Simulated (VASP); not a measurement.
# LiNbO3 in VASP: further runs

The runs below take LiNbO3 through single point, with PBE, r2SCAN.

Program: VASP 6.6.1. These are calculated values, not measurements. Logs are shortened: lines on timing, memory, paths and dates and some standing lists are left out, and cuts for length are marked.

## 1. The cell of the first run

It takes space group Cmmm (No. 65, orthorhombic). Conventional cell: a = 5.521 Å, b = 5.604 Å, c = 3.933 Å, α = 90.00°, β = 90.00°, γ = 90.00°. Within 3.6 Å of Li (site symmetry mmm) lie 12 O at 2.76 to 2.80 Å and 8 Nb at 3.39 to 3.42 Å. Nb (site symmetry mmm) has 6 O at 1.97 Å within 2.6 Å. O (site symmetry mmm) has 2 Nb at 1.97 Å within 2.6 Å. O (site symmetry 2/m) has 2 Nb at 1.97 Å within 2.6 Å.

## 2. Single point, PBE (shear xy strain -1.5%)

The input, INCAR:

```
PREC     = Accurate       # precision mode
ENCUT    = 520            # plane-wave cutoff, eV
EDIFF    = 1E-7           # SCF threshold, eV
ISMEAR   = -1             # smearing method
SIGMA    = 0.02           # smearing width, eV
LREAL    = False          # projectors in reciprocal space
LASPH    = True           # aspherical terms in the spheres
NELM     = 60             # most SCF steps
ALGO     = Normal         # electronic algorithm
ISIF     = 2              # what is computed and relaxed
LWAVE    = False          # write WAVECAR
LCHARG   = True           # write CHGCAR
GGA      = PE             # functional
LELF     = True           # ELF
LVHAR    = True         
NBANDS   = 25             # bands
```

The input, KPOINTS:

```
Automatic mesh
0
Gamma
  6 6 6
```

The input, POSCAR:

```
LiNbO3
1.0
    3.9331683525     -0.0294987626      0.0000000000
   -0.0294987626      3.9331683525      0.0000000000
    0.0000000000      0.0000000000      3.9331683525
Li Nb O
1 1 3
Direct
    0.0000000000      0.0000000000      0.0000000000
    0.5000000000      0.5000000000      0.5000000000
    0.5000000000      0.5000000000      0.0000000000
    0.5000000000      0.0000000000      0.5000000000
    0.0000000000      0.5000000000      0.5000000000
```

Potentials or basis: VASP PAW PBE potentials, release 64 (Li_sv, Nb_sv, O).

Run with:

```bash
> cat potpaw_PBE.64/Li_sv/POTCAR potpaw_PBE.64/Nb_sv/POTCAR potpaw_PBE.64/O/POTCAR > POTCAR
> mpirun -np 1 vasp_std > vasp.out
```

OUTCAR:

```text
PREC = Accurate
   ENCUT = 520
   EDIFF = 1E-7
   ISMEAR = -1
   LREAL = False
   LASPH = True
   NELM = 60
   ISIF = 2
   GGA = PE

 ion  position               nearest neighbor table
   1  0.000  0.000  0.000-
   2  0.500  0.500  0.500-   3 1.97   3 1.97   5 1.97   4 1.97   4 1.97   5 1.97
   3  0.500  0.500  0.000-   2 1.97   2 1.97
   4  0.500  0.000  0.500-   2 1.97   2 1.97
   5  0.000  0.500  0.500-   2 1.97   2 1.97

  LATTYP: Found a base centered orthorhombic cell.
 ALAT       =     5.5206224771
 B/A-ratio  =     1.0151133501
 C/A-ratio  =     0.7124501574

  Lattice vectors:

 A1 = (   3.9331683525,  -0.0294987626,   0.0000000000)
 A2 = (  -0.0294987626,   3.9331683525,   0.0000000000)
 A3 = (   0.0000000000,   0.0000000000,   3.9331683525)

Analysis of symmetry for initial positions (statically):
=====================================================================
 Subroutine PRICEL returns:
 Original cell was already a primitive cell.

 Routine SETGRP: Setting up the symmetry group for a
 base centered orthorhombic supercell.

 Subroutine GETGRP returns: Found  8 space group operations
 (whereof  8 operations were pure point group operations)
 out of a pool of  8 trial point group operations.

The static configuration has the point symmetry D_2h.

Analysis of symmetry for dynamics (positions and initial velocities):
=====================================================================
 Subroutine PRICEL returns:
 Original cell was already a primitive cell.

 Routine SETGRP: Setting up the symmetry group for a
 base centered orthorhombic supercell.

 Subroutine GETGRP returns: Found  8 space group operations
 (whereof  8 operations were pure point group operations)
 out of a pool of  8 trial point group operations.

The dynamic configuration has the point symmetry D_2h.

 Subroutine INISYM returns: Found  8 space group operations
 (whereof  8 operations are pure point group operations),
 and found     1 'primitive' translations

----------------------------------------------------------------------------------------

                                     Primitive cell

  volume of cell :      60.8420

  direct lattice vectors                    reciprocal lattice vectors
     3.933168353 -0.029498763  0.000000000     0.254262255  0.001906967  0.000000000
    -0.029498763  3.933168353  0.000000000     0.001906967  0.254262255  0.000000000
     0.000000000  0.000000000  3.933168353     0.000000000  0.000000000  0.254247952

  length of vectors
     3.933278971  3.933278971  3.933168353     0.254269406  0.254269406  0.254247952

  position of ions in fractional coordinates (direct lattice)
     0.000000000  0.000000000  0.000000000
     0.500000000  0.500000000  0.500000000
     0.500000000  0.500000000  0.000000000
     0.500000000  0.000000000  0.500000000
     0.000000000  0.500000000  0.500000000

  ion indices of the primitive-cell ions
   primitive index   ion index
                 1           1
                 2           2
                 3           3
                 4           4
                 5           5

----------------------------------------------------------------------------------------

 KPOINTS: Automatic mesh

Automatic generation of k-mesh.
 Grid dimensions read from file:
 generate k-points for:    6    6    6

 Generating k-lattice:

  Cartesian coordinates                     Fractional coordinates (reciprocal lattice)
     0.042377042  0.000317828  0.000000000     0.166666667  0.000000000  0.000000000
     0.000317828  0.042377042  0.000000000     0.000000000  0.166666667  0.000000000
     0.000000000  0.000000000  0.042374659     0.000000000  0.000000000  0.166666667

  Length of vectors
     0.042378234  0.042378234  0.042374659

  Shift w.r.t. Gamma in fractional coordinates (k-lattice)
     0.000000000  0.000000000  0.000000000

 Subroutine IBZKPT returns following result:
 ===========================================

 Found     52 irreducible k-points:

 Following reciprocal coordinates:
            Coordinates               Weight
  0.000000  0.000000  0.000000      1.000000
  0.166667  0.000000  0.000000      4.000000
  0.333333  0.000000  0.000000      4.000000
  0.500000  0.000000  0.000000      2.000000
  0.166667  0.166667  0.000000      2.000000
  0.333333  0.166667  0.000000      4.000000
[... 16 lines left out ...]
  0.333333  0.333333  0.166667      4.000000
  0.500000  0.333333  0.166667      8.000000
 [... further k-points ...]
   k-points           NKPTS =     52   k-points in BZ     NKDIM =     52   number of bands    NBANDS=     25
   number of dos      NEDOS =    301   number of ions     NIONS =      5
   total plane-waves  NPLWV =  27000
   dimension x,y,z NGX =    30 NGY =   30 NGZ =   30
   dimension x,y,z NGXF=    60 NGYF=   60 NGZF=   60
   ions per type =               1   1   3
   NGX,Y,Z   is equivalent  to a cutoff of  12.68, 12.68, 12.68 a.u.
   NGXF,Y,Z  is equivalent  to a cutoff of  25.36, 25.36, 25.36 a.u.
 SYSTEM =  unknown system
   PREC   = accura    normal or accurate (medium, high low for compatibility)
   ISTART =      0    job   : 0-new  1-cont  2-samecut
   ICHARG =      2    charge: 1-file 2-atom 10-const
   ISPIN  =      1    spin polarized calculation?
   LNONCOLLINEAR =      F non collinear calculations
   LSORBIT =      F    spin-orbit coupling
   LASPH  =      T    aspherical Exc in radial PAW
   ENCUT  =  520.0 eV  38.22 Ry    6.18 a.u.   7.31  7.31  7.31*2*pi/ulx,y,z
   NELM   =     60;   NELMIN=  2; NELMDL= -5     # of ELM steps
   EDIFF  = 0.1E-06   stopping-criterion for ELM
   LREAL  =      F    real-space projection
   EDIFFG = 0.1E-05   stopping-criterion for IOM
   NSW    =      0    number of steps for IOM
   IBRION =     -1    ionic relax: 0-MD 1-quasi-New 2-CG
   NFREE  =      0    steps in history (QN), initial steepest desc. (CG)
   ISIF   =      2    stress and relaxation
   ISYM   =      2    0-nonsym 1-usesym 2-fastsym
   POTIM  = 0.5000    time-step for ionic-motion
   TEBEG  =    0.0;   TEEND  =   0.0 temperature during run
   PSTRESS=    0.0 pullay stress
   NELECT =      34.0000    total number of electrons
   NUPDOWN=      -1.0000    fix difference up-down
   EMIN   =  10.00;   EMAX   =-10.00  energy-range for DOS
   EFERMI =   0.00;   METHOD = LEGACY
   ISMEAR =    -1;   SIGMA  =   0.02  broadening in eV -4-tet -1-fermi 0-gaus
   EFERMI_NEDOS =   21; number of points for ismear=-14 and -15
   IALGO  =     38    algorithm
   IMIX   =      4    mixing-type and parameters
     AMIX     =   0.40;   BMIX     =  1.00
     AMIX_MAG =   1.60;   BMIX_MAG =  1.00
  volume/ion in A,a.u.               =      12.17        82.12
  Fermi-wavevector in a.u.,A,eV,Ry     =   1.348446  2.548193 24.739546  1.818305
  Thomas-Fermi vector in A             =   2.476114
   LORBIT       =      0    0 simple, 1 ext, 2 COOP (PROOUT), +10 PAW based schemes
   GGA     = PE    functional components
   LHFCALC =     F    Hartree Fock is set to
   AEXX    =    0.0000 exact exchange contribution
   IVDW    =     0    specifies the selected vdW correction
   LEPSILON=     F    determine dielectric tensor
   LRPA    =     F    only Hartree local field effects (RPA)
 non-spin polarized calculation
  energy-cutoff  :      520.00
  volume of cell :       60.84
 maximum number of plane-waves:      1651
 NGX is ok and might be reduce to    30
   NGX = 15   NGY = 15   NGZ = 15

 number of electron      33.9999989 magnetization

 Free energy of the ion-electron system (eV)
  ---------------------------------------------------
  ext. energy  EPLUGINS =         0.00000000
  ---------------------------------------------------
  free energy    TOTEN  =       -39.19262832 eV

  energy without entropy =      -39.19262832  energy(sigma->0) =      -39.19262832

 E-fermi :   3.7826     XC(G=0):  -9.9879

 val. band max:        3.3652361051   @ k =   0.5000   0.5000   0.5000
 cond. band min:       5.0656118592   @ k =   0.0000   0.0000   0.0000
 fundamental gap:      1.7003757541
 Fermi energy:         3.7825778293

 k-point     1 :       0.0000    0.0000    0.0000
  band No.  band energies     occupation
      1     -51.4462      2.00000
      2     -42.2293      2.00000
      3     -27.5532      2.00000
      4     -27.5496      2.00000
      5     -27.5457      2.00000
      6     -14.0953      2.00000
[... 17 lines left out ...]
     24      14.5240      0.00000
     25      14.5333      0.00000

 k-point     2 :       0.1667    0.0000    0.0000
  band No.  band energies     occupation
      1     -51.4454      2.00000
      2     -42.2292      2.00000
      3     -27.5930      2.00000
      4     -27.5482      2.00000
      5     -27.5477      2.00000
      6     -14.0020      2.00000
[... 17 lines left out ...]
     24      13.1583      0.00000
     25      14.3833      0.00000

 k-point     3 :       0.3333    0.0000    0.0000
  band No.  band energies     occupation
      1     -51.4438      2.00000
      2     -42.2291      2.00000
      3     -27.6776      2.00000
      4     -27.5452      2.00000
      5     -27.5450      2.00000
      6     -13.9193      2.00000
[... 17 lines left out ...]
     24      12.2325      0.00000
     25      14.1198      0.00000

 k-point     4 :       0.5000    0.0000    0.0000
  band No.  band energies     occupation
      1     -51.4430      2.00000
      2     -42.2290      2.00000
      3     -27.7191      2.00000
      4     -27.5438      2.00000
      5     -27.5435      2.00000
      6     -13.8978      2.00000
[... 17 lines left out ...]
     24      12.6959      0.00000
     25      14.0133      0.00000
[... 477 lines left out ...]
 k-point    22 :      -0.1667    0.1667    0.1667
  band No.  band energies     occupation
      1     -51.4438      2.00000
      2     -42.2291      2.00000
      3     -27.5925      2.00000
      4     -27.5900      2.00000
      5     -27.5869      2.00000
      6     -13.7183      2.00000
[... 17 lines left out ...]
     24      13.2239      0.00000
     25      13.2659      0.00000

 k-point    23 :       0.3333    0.3333    0.1667
  band No.  band energies     occupation
      1     -51.4407      2.00000
      2     -42.2288      2.00000
      3     -27.6732      2.00000
      4     -27.6692      2.00000
      5     -27.5840      2.00000
      6     -13.4466      2.00000
[... 17 lines left out ...]
     24      12.2969      0.00000
     25      13.2543      0.00000

 k-point    24 :       0.5000    0.3333    0.1667
  band No.  band energies     occupation
      1     -51.4399      2.00000
      2     -42.2288      2.00000
      3     -27.7125      2.00000
      4     -27.6695      2.00000
      5     -27.5825      2.00000
      6     -13.4289      2.00000
[... 17 lines left out ...]
     24      12.1861      0.00000
     25      13.3082      0.00000

 [... further k-points ...]

------------------------ aborting loop because EDIFF is reached ----------------------------------------

  FORCE on cell =-STRESS in cart. coord.  units (eV):
  Direction    XX          YY          ZZ          XY          YZ          ZX
  --------------------------------------------------------------------------------------
  -------------------------------------------------------------------------------------
  Total        1.1014470      1.1014470      1.1063421      0.3657496      0.0000000      0.0000000
  in kB       29.0048769     29.0048769     29.1337793      9.6314411      0.0000000      0.0000000
  external PRESSURE =      29.0478444 kB  Pullay stress =       0.0000000 kB

 VOLUME and BASIS-vectors are now :
 -----------------------------------------------------------------------------
  energy-cutoff  :      520.00
  volume of cell :       60.84
      direct lattice vectors                 reciprocal lattice vectors
     3.933168353 -0.029498763  0.000000000     0.254262255  0.001906967  0.000000000
    -0.029498763  3.933168353  0.000000000     0.001906967  0.254262255  0.000000000
     0.000000000  0.000000000  3.933168353     0.000000000  0.000000000  0.254247952

 POSITION                                       TOTAL-FORCE (eV/Angst)
 -----------------------------------------------------------------------------------
      0.00000      0.00000      0.00000         0.000000      0.000000      0.000000
      1.95183      1.95183      1.96658        -0.000000      0.000000      0.000000
      1.95183      1.95183      0.00000         0.000000      0.000000      0.000000
      1.96658     -0.01475      1.96658         0.000000      0.000000      0.000000
     -0.01475      1.96658      1.96658         0.000000      0.000000      0.000000
 -----------------------------------------------------------------------------------
    total drift:                                0.000000      0.000000     -0.000000

  FREE ENERGIE OF THE ION-ELECTRON SYSTEM (eV)
  ---------------------------------------------------
  free  energy   TOTEN  =       -39.1926283180 eV

  energy  without entropy=      -39.1926283180  energy(sigma->0) =      -39.19262832
```

Wall time 1.8 min (1 thread of AMD EPYC 7R13, shared host); peak memory 0.18 GiB.

Results:

```
Free energy            : -39.1926 eV
Band gap on the k mesh : 1.70 eV (least direct gap 2.47 eV)
```

Caveat: the cell differs from its parent crystal (shear xy strain -1.5%); the cutoff is under 1.25 times the usual one of these potentials, so pressure, stress and relaxed cells hold a basis-set (Pulay) error. A k mesh can miss the band edges.

## 3. Single point, r2SCAN (uniaxial x strain -1.5%)

Changes to POSCAR since step 2:

```diff
@@ -2,4 +2,4 @@
 1.0
-    3.9331683525     -0.0294987626      0.0000000000
-   -0.0294987626      3.9331683525      0.0000000000
+    3.8741708272      0.0000000000      0.0000000000
+    0.0000000000      3.9331683525      0.0000000000
     0.0000000000      0.0000000000      3.9331683525
```

The input, INCAR.step1:

```
SYSTEM = LiNbO3
PREC = Accurate
ENCUT = 520
ISMEAR = 0
SIGMA = 0.01
LREAL = .FALSE.
LASPH = .TRUE.
NELM = 100
NBANDS = 25
GGA = PE
ALGO = Normal
EDIFF = 1E-4
LWAVE = .TRUE.
LCHARG = .FALSE.
```

The input, INCAR.step2:

```
SYSTEM = LiNbO3
PREC = Accurate
ENCUT = 520
EDIFF = 1E-6
ISMEAR = 0
SIGMA = 0.01
LREAL = .FALSE.
LASPH = .TRUE.
NELM = 100
ALGO = Normal
ISIF = 2
LWAVE = .FALSE.
LCHARG = .TRUE.
METAGGA = R2SCAN
LMIXTAU = .TRUE.
LELF = .TRUE.
LVHAR = .TRUE.
NBANDS = 25
ISTART = 1
```

The input, KPOINTS:

```
Automatic mesh
0
G
  6 6 6
  0 0 0
```

Potentials or basis: VASP PAW PBE potentials, release 64 (Li_sv, Nb_sv, O).

Run with:

```bash
> cat potpaw_PBE.64/Li_sv/POTCAR potpaw_PBE.64/Nb_sv/POTCAR potpaw_PBE.64/O/POTCAR > POTCAR
> cp INCAR.step1 INCAR
> mpirun -np 1 vasp_std > vasp.out
> cp INCAR.step2 INCAR
> mpirun -np 1 vasp_std > vasp.out
```

Wall time 6 min (1 thread of AMD EPYC 7R13, shared host); peak memory 0.17 GiB.

It converged, with:

| Quantity | Value |
| --- | --- |
| Free energy | -58.3413 eV |
| Band gap on the k mesh | 2.13 eV (least direct gap 2.97 eV) |

Levels at points of the mesh, in eV from the valence-band top:
```tsv
k point	band 15	band 16	band 17	band 18	band 19	band 20
(0.00, 0.00, 0.00)	-0.85	-0.85	-0.84	2.13	2.13	2.13
(0.50, 0.00, 0.00)	-1.53	-0.89	-0.89	2.21	5.07	5.07
(0.00, 0.50, 0.00)	-1.57	-0.94	-0.89	2.21	4.86	4.87
(0.50, 0.50, 0.00)	-2.07	-1.49	-0.04	4.91	5.10	6.25
(0.00, 0.50, 0.50)	-2.19	-1.47	-0.02	4.89	4.89	6.11
(0.50, 0.50, 0.50)	-0.02	-0.02	0.00	6.09	6.23	6.23
```

Caveat: the cell differs from its parent crystal (uniaxial x strain -1.5%); the cutoff is under 1.25 times the usual one of these potentials, so pressure, stress and relaxed cells hold a basis-set (Pulay) error; the PAW data sets were made with another functional, which shifts forces and pressure a little. A k mesh can miss the band edges.

## 4. Single point, r2SCAN (shear xy strain -1.5%)

Changes to POSCAR since step 3:

```diff
@@ -2,4 +2,4 @@
 1.0
-    3.8741708272      0.0000000000      0.0000000000
-    0.0000000000      3.9331683525      0.0000000000
+    3.9331683525     -0.0294987626      0.0000000000
+   -0.0294987626      3.9331683525      0.0000000000
     0.0000000000      0.0000000000      3.9331683525
```

The input, INCAR.step1:

```
  ALGO = Normal
  EDIFF = 1E-4
  ENCUT = 520
  GGA = PE
  ISMEAR = 0
  LASPH = T
  LCHARG = F
  LREAL = F
  LWAVE = T
  NBANDS = 25
  NELM = 80
  PREC = Accurate
  SIGMA = 0.01
```

The input, INCAR.step2:

```
  ALGO = Normal
  EDIFF = 1E-6
  ENCUT = 520
  ISIF = 2
  ISMEAR = 0
  ISTART = 1
  LASPH = T
  LCHARG = T
  LELF = T
  LMIXTAU = T
  LREAL = F
  LVHAR = T
  LWAVE = F
  METAGGA = R2SCAN
  NBANDS = 25
  NELM = 80
  PREC = Accurate
  SIGMA = 0.01
```

The input, KPOINTS:

```
k-points
0
Gamma
  6 6 6
```

Run with:

```bash
> cat potpaw_PBE.64/Li_sv/POTCAR potpaw_PBE.64/Nb_sv/POTCAR potpaw_PBE.64/O/POTCAR > POTCAR
> cp INCAR.step1 INCAR
> mpirun -np 1 vasp_std > vasp.out
> cp INCAR.step2 INCAR
> mpirun -np 1 vasp_std > vasp.out
```

It took 7.8 min on 1 thread of AMD EPYC 7R13, shared host; peak memory 0.18 GiB.

The run converged. Its results:

```yaml
Free_energy: -58.3578 eV
Band_gap_on_the_k_mesh: 2.09 eV (least direct gap 2.91 eV)
```

Levels at points of the mesh, in eV from the valence-band top:
```
           k point  band 14  band 15  band 16  band 17  band 18  band 19  band 20  band 21
(0.00, 0.00, 0.00)    -1.13    -0.86    -0.85    -0.82     2.09     2.10     2.11     5.33
(0.50, 0.00, 0.00)    -2.13    -1.51    -0.90    -0.90     2.17     4.84     4.84     6.17
(0.50, 0.50, 0.00)    -2.07    -2.05    -1.51    -0.02     4.84     4.90     6.07     7.73
(0.00, 0.00, 0.50)    -2.10    -1.51    -0.95    -0.85     2.17     4.83     4.85     6.17
(0.50, 0.00, 0.50)    -2.06    -2.06    -1.51    -0.02     4.87     4.87     6.07     7.73
(0.50, 0.50, 0.50)    -4.62    -0.01     0.00     0.00     6.04     6.06     6.07     7.77
```

Caveat: the cell differs from its parent crystal (shear xy strain -1.5%); the cutoff is under 1.25 times the usual one of these potentials, so pressure, stress and relaxed cells hold a basis-set (Pulay) error; the PAW data sets were made with another functional, which shifts forces and pressure a little.

## 5. Overview

```tsv
level	cell	smearing	gap on the mesh (eV)
PBE	a = 3.933 Å, angles 90.0, 90.0, 90.9°, 5 atoms	fermi-dirac 0.02 eV	1.70
r2SCAN	a = 3.874, b = 3.933, c = 3.933 Å, 5 atoms	gaussian 0.01 eV	2.13
r2SCAN	a = 3.933 Å, angles 90.0, 90.0, 90.9°, 5 atoms	gaussian 0.01 eV	2.09
```

Alike in all rows: task single point; potentials or basis VASP PAW PBE potentials, release 64 (Li_sv, Nb_sv, O); no spin polarisation; k mesh 6 × 6 × 6; cutoff (eV) 520.

Caveats: the cutoff is under 1.25 times the usual one of these potentials, so pressure, stress and relaxed cells hold a basis-set (Pulay) error; the PAW data sets were made with another functional, which shifts forces and pressure a little (at least some runs).

Total energies depend on the potentials used, so only differences within one code and one set of settings carry meaning.
